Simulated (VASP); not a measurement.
# PtSe2 in VASP: single point with r2SCAN

Aim: the single point of PtSe2 with r2SCAN.

Program: VASP 6.6.1. These are calculated values, not measurements. Logs are shortened: lines on timing, memory, paths and dates and some standing lists are left out, and cuts for length are marked.

### Step 1. The cell of the first run

The cell holds a sheet with vacuum, 6 atoms: a = 3.727 Å, b = 3.727 Å, c = 26.248 Å, α = 90.00°, β = 90.00°, γ = 120.00°.

### Step 2. Single point, r2SCAN

POSCAR

```
PtSe2
1.0
    3.7270000000      0.0000000000      0.0000000000
   -1.8635000000      3.2276766799      0.0000000000
    0.0000000000      0.0000000000     26.2480188800
Se Pt
4 2
Direct
    0.6666670000      0.3333330000      0.3428830207
    0.3333330000      0.6666670000      0.4430211245
    0.6666670000      0.3333330000      0.5569788755
    0.3333330000      0.6666670000      0.6571169793
    1.0000000000      0.0000000000      0.3933252825
    0.0000000000      1.0000000000      0.6066747175
```

INCAR.step1

```
PREC     = Accurate       # precision mode
ENCUT    = 520            # plane-wave cutoff, eV
ISMEAR   = 0              # smearing method
SIGMA    = 0.01           # smearing width, eV
LREAL    = F              # projectors in reciprocal space
LASPH    = T              # aspherical terms in the spheres
NELM     = 60             # most SCF steps
LDIPOL   = T            
IDIPOL   = 3            
DIPOL    = 0.5 0.5 0.500
NBANDS   = 31             # bands
GGA      = PE             # functional
ALGO     = Normal         # electronic algorithm
EDIFF    = 1E-4           # SCF threshold, eV
LWAVE    = T              # write WAVECAR
LCHARG   = F              # write CHGCAR
```

INCAR.step2

```
PREC     = Accurate       # precision mode
ENCUT    = 520            # plane-wave cutoff, eV
EDIFF    = 1E-6           # SCF threshold, eV
ISMEAR   = 0              # smearing method
SIGMA    = 0.01           # smearing width, eV
LREAL    = F              # projectors in reciprocal space
LASPH    = T              # aspherical terms in the spheres
NELM     = 60             # most SCF steps
ALGO     = Normal         # electronic algorithm
ISIF     = 2              # what is computed and relaxed
LWAVE    = F              # write WAVECAR
LCHARG   = T              # write CHGCAR
LDIPOL   = T            
IDIPOL   = 3            
DIPOL    = 0.5 0.5 0.500
METAGGA  = R2SCAN         # meta-GGA
LMIXTAU  = T            
LELF     = T              # ELF
LVHAR    = T            
LVACPOTAV= T            
NBANDS   = 31             # bands
ISTART   = 1
```

KPOINTS

```
Automatic mesh
0
Gamma
  10 10 1
```

Potentials or basis: VASP PAW PBE potentials, release 64 (Se, Pt).

On the command line:

```
> cat potpaw_PBE.64/Se/POTCAR potpaw_PBE.64/Pt/POTCAR > POTCAR
> cp INCAR.step1 INCAR
> mpirun -np 1 vasp_std > vasp.out
> cp INCAR.step2 INCAR
> mpirun -np 1 vasp_std > vasp.out
```

OUTCAR:

```text
PREC = Accurate
   ENCUT = 520
   EDIFF = 1E-6
   ISMEAR = 0
   LREAL = F
   LASPH = T
   NELM = 60
   ISIF = 2
   METAGGA = R2SCAN
   ISTART = 1

 ion  position               nearest neighbor table
   1  0.667  0.333  0.343-   5 2.53   5 2.53   5 2.53
   2  0.333  0.667  0.443-   5 2.52   5 2.52   5 2.52
   3  0.667  0.333  0.557-   6 2.52   6 2.52   6 2.52
   4  0.333  0.667  0.657-   6 2.53   6 2.53   6 2.53
   5  0.000  0.000  0.393-   2 2.52   2 2.52   2 2.52   1 2.53   1 2.53   1 2.53
   6  0.000  0.000  0.607-   3 2.52   3 2.52   3 2.52   4 2.53   4 2.53   4 2.53

  LATTYP: Found a hexagonal cell.
 ALAT       =     3.7270000000
 C/A-ratio  =     7.0426667239

  Lattice vectors:

 A1 = (   3.7270000000,   0.0000000000,   0.0000000000)
 A2 = (  -1.8635000000,   3.2276766799,   0.0000000000)
 A3 = (   0.0000000000,   0.0000000000,  26.2480188800)

Analysis of symmetry for initial positions (statically):
=====================================================================
 Subroutine PRICEL returns:
 Original cell was already a primitive cell.

 Routine SETGRP: Setting up the symmetry group for a
 hexagonal supercell.

 Subroutine GETGRP returns: Found 12 space group operations
 (whereof 12 operations were pure point group operations)
 out of a pool of 24 trial point group operations.

The static configuration has the point symmetry D_3d.

Analysis of symmetry for dynamics (positions and initial velocities):
=====================================================================
 Subroutine PRICEL returns:
 Original cell was already a primitive cell.

 Routine SETGRP: Setting up the symmetry group for a
 hexagonal supercell.

 Subroutine GETGRP returns: Found 12 space group operations
 (whereof 12 operations were pure point group operations)
 out of a pool of 24 trial point group operations.

The dynamic configuration has the point symmetry D_3d.

 Subroutine INISYM returns: Found 12 space group operations
 (whereof 12 operations are pure point group operations),
 and found     1 'primitive' translations

----------------------------------------------------------------------------------------

                                     Primitive cell

  volume of cell :     315.7519

  direct lattice vectors                    reciprocal lattice vectors
[... 82 lines left out ...]
   ENCUT  =  520.0 eV  38.22 Ry    6.18 a.u.   6.93  6.93 48.80*2*pi/ulx,y,z
   NELM   =     60;   NELMIN=  2; NELMDL=  0     # of ELM steps
   EDIFF  = 0.1E-05   stopping-criterion for ELM
   LREAL  =      F    real-space projection
[... 7 lines left out ...]
   TEBEG  =    0.0;   TEEND  =   0.0 temperature during run
   PSTRESS=    0.0 pullay stress
   NELECT =      44.0000    total number of electrons
   NUPDOWN=      -1.0000    fix difference up-down
   EMIN   =  10.00;   EMAX   =-10.00  energy-range for DOS
   EFERMI =   0.00;   METHOD = LEGACY
   ISMEAR =     0;   SIGMA  =   0.01  broadening in eV -4-tet -1-fermi 0-gaus
   EFERMI_NEDOS =   21; number of points for ismear=-14 and -15
   IALGO  =     38    algorithm
   IMIX   =      4    mixing-type and parameters
     AMIX     =   0.40;   BMIX     =  1.00
     AMIX_MAG =   1.60;   BMIX_MAG =  1.00
  volume/ion in A,a.u.               =      52.63       355.13
  Fermi-wavevector in a.u.,A,eV,Ry     =   0.848745  1.603895  9.801196  0.720368
  Thomas-Fermi vector in A             =   1.964457
   LORBIT       =      0    0 simple, 1 ext, 2 COOP (PROOUT), +10 PAW based schemes
   METAGGA = R2SCAN    functional components
   LHFCALC =     F    Hartree Fock is set to
   AEXX    =    0.0000 exact exchange contribution
   IVDW    =     0    specifies the selected vdW correction
   LEPSILON=     F    determine dielectric tensor
   LRPA    =     F    only Hartree local field effects (RPA)
 non-spin polarized calculation
 Gauss-broadening in eV      SIGMA  =   0.01
  energy-cutoff  :      520.00
  volume of cell :      315.75
 maximum number of plane-waves:      8542
 NGX is ok and might be reduce to    28
   NGX = 13   NGY = 13   NGZ = 97

 dipolmoment           0.000000      0.000000     -0.000000 electrons x Angstroem

 number of electron      43.9999999 magnetization

 dipolmoment           0.000000      0.000000      0.000000 electrons x Angstroem

 Free energy of the ion-electron system (eV)
  ---------------------------------------------------
  ext. energy  EPLUGINS =         0.00000000
  ---------------------------------------------------
  free energy    TOTEN  =      -162.93571836 eV

  energy without entropy =     -162.93571836  energy(sigma->0) =     -162.93571836

 E-fermi :  -1.0956     XC(G=0):  -4.8137

 val. band max:       -1.1825205427   @ k =   0.1000   0.0000   0.0000
 cond. band min:      -0.2252839409   @ k =   0.3000  -0.0000   0.0000
 fundamental gap:      0.9572366018
 Fermi energy:        -1.0956274147

 k-point     1 :       0.0000    0.0000    0.0000
  band No.  band energies     occupation
      1     -16.3255      2.00000
      2     -16.1833      2.00000
      3     -14.5156      2.00000
      4     -14.2687      2.00000
      5      -7.2775      2.00000
      6      -6.9781      2.00000
[... 465 lines left out ...]
     30       7.1293      0.00000
     31       7.3264      0.00000

------------------------ aborting loop because EDIFF is reached ----------------------------------------

  FORCE on cell =-STRESS in cart. coord.  units (eV):
  Direction    XX          YY          ZZ          XY          YZ          ZX
  --------------------------------------------------------------------------------------
  -------------------------------------------------------------------------------------
  Total       -0.8692498     -0.8692498     -0.4355277      0.0000000      0.0000000     -0.0000000
  in kB       -4.4107172     -4.4107172     -2.2099396      0.0000000      0.0000000     -0.0000000
  external PRESSURE =      -3.6771247 kB  Pullay stress =       0.0000000 kB

 VOLUME and BASIS-vectors are now :
 -----------------------------------------------------------------------------
  energy-cutoff  :      520.00
  volume of cell :      315.75
      direct lattice vectors                 reciprocal lattice vectors
     3.727000000  0.000000000  0.000000000     0.268312316  0.154910188  0.000000000
    -1.863500000  3.227676680  0.000000000     0.000000000  0.309820375  0.000000000
     0.000000000  0.000000000 26.248018880     0.000000000  0.000000000  0.038098113

 POSITION                                       TOTAL-FORCE (eV/Angst)
 -----------------------------------------------------------------------------------
      1.86350      1.07589      9.00000        -0.000000      0.000000      0.126944
     -0.00000      2.15179     11.62843        -0.000000     -0.000000     -0.085723
      1.86350      1.07589     14.61959         0.000000      0.000000      0.085723
     -0.00000      2.15179     17.24802         0.000000      0.000000     -0.126944
      0.00000      0.00000     10.32401        -0.000000      0.000000     -0.069455
      0.00000      0.00000     15.92401        -0.000000      0.000000      0.069455
 -----------------------------------------------------------------------------------
    total drift:                                0.000000      0.000000      0.000000

  FREE ENERGIE OF THE ION-ELECTRON SYSTEM (eV)
  ---------------------------------------------------
  free  energy   TOTEN  =      -162.9357183634 eV

  energy  without entropy=     -162.9357183634  energy(sigma->0) =     -162.93571836

 vacuum level on the upper side and lower side of the slab         4.276         4.276
```

OUTCAR.step1:

```text
PREC = Accurate
   ENCUT = 520
   ISMEAR = 0
   LREAL = F
   LASPH = T
   NELM = 60
   GGA = PE
[... 704 lines left out ...]
      0.00000      0.00000     10.32401         0.000000      0.000000     -0.072032
      0.00000      0.00000     15.92401         0.000000      0.000000      0.072032
 -----------------------------------------------------------------------------------
    total drift:                                0.000000     -0.000000      0.000000

  FREE ENERGIE OF THE ION-ELECTRON SYSTEM (eV)
  ---------------------------------------------------
  free  energy   TOTEN  =       -28.5737669829 eV

  energy  without entropy=      -28.5737669829  energy(sigma->0) =      -28.57376698

 vacuum level on the upper side and lower side of the slab         4.293         4.293
```

Wall time 33 min (1 thread of AMD EPYC 7R13, shared host); peak memory 0.46 GiB.

What came out:

| Quantity | Value |
| --- | --- |
| Free energy | -162.9357 eV |
| Largest force | 0.127 eV/Å |
| Band gap on the k mesh | 0.96 eV, indirect (least direct gap 1.26 eV) |

Forces on the atoms (eV/Å):
```
Se   0.000  0.000  0.127
Se   0.000  0.000 -0.086
Se   0.000  0.000  0.086
Se   0.000  0.000 -0.127
Pt   0.000  0.000 -0.069
Pt   0.000  0.000  0.069
```

Caveat: the PAW data sets were made with another functional, which shifts forces and pressure a little; spin-orbit coupling is left out, which moves the levels of the heavy elements.
